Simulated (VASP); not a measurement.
A run of VASP 6.6.1 is set up as follows.

INCAR

```
SYSTEM = Zr3MoO3F3
PREC = Accurate
ENCUT = 600
EDIFF = 1E-6
ISMEAR = -1
SIGMA = 0.0121
LREAL = .FALSE.
LASPH = .TRUE.
NELM = 120
ALGO = Normal
ISIF = 2
LWAVE = .FALSE.
LCHARG = .TRUE.
GGA = PE
LELF = .TRUE.
LVHAR = .TRUE.
NBANDS = 56
GGA_COMPAT = .FALSE.
```

Contents of KPOINTS:

```
Automatic mesh
0
G
  5 5 5
  0 0 0
```

The input POSCAR:

```
Zr3MoO3F3
1.0
    0.0000000000     -3.0732260000      4.4212250000
    2.5967610000     -1.6436400000     -4.4212250000
    5.5823280000      0.0000000000      0.0000000000
Zr F O Mo
3 3 3 1
Direct
    0.2275000000      0.4550000000      0.3175000000
    0.7349000000      0.4698000000      0.7953000000
    0.5100000000      0.0200000000      0.4700000000
    0.8246000000      0.9566000000      0.6908000000
    0.3526000000      0.1772000000      0.6908000000
    0.1320000000      0.4846000000      0.6908000000
    0.2542000000      0.1548000000      0.1533000000
    0.6919000000      0.9461000000      0.1533000000
    0.9006000000      0.5925000000      0.1533000000
    0.0000000000      0.0000000000      0.0000000000
```

Potentials or basis: VASP PAW PBE potentials, release 64 (Zr_sv, F, O, Mo_sv).

Launch:

```bash
$ cat potpaw_PBE.64/Zr_sv/POTCAR potpaw_PBE.64/F/POTCAR potpaw_PBE.64/O/POTCAR potpaw_PBE.64/Mo_sv/POTCAR > POTCAR
$ mpirun -np 1 vasp_std > vasp.out
```

(1) What does it give for the largest force?

(2) What does it give for the pressure?

Answers

(1) 9.201 eV/Å.

(2) 44.6 GPa.

Caveat: an odd number of electrons without spin polarisation forces a metal; a magnetic or distorted state may lie lower.
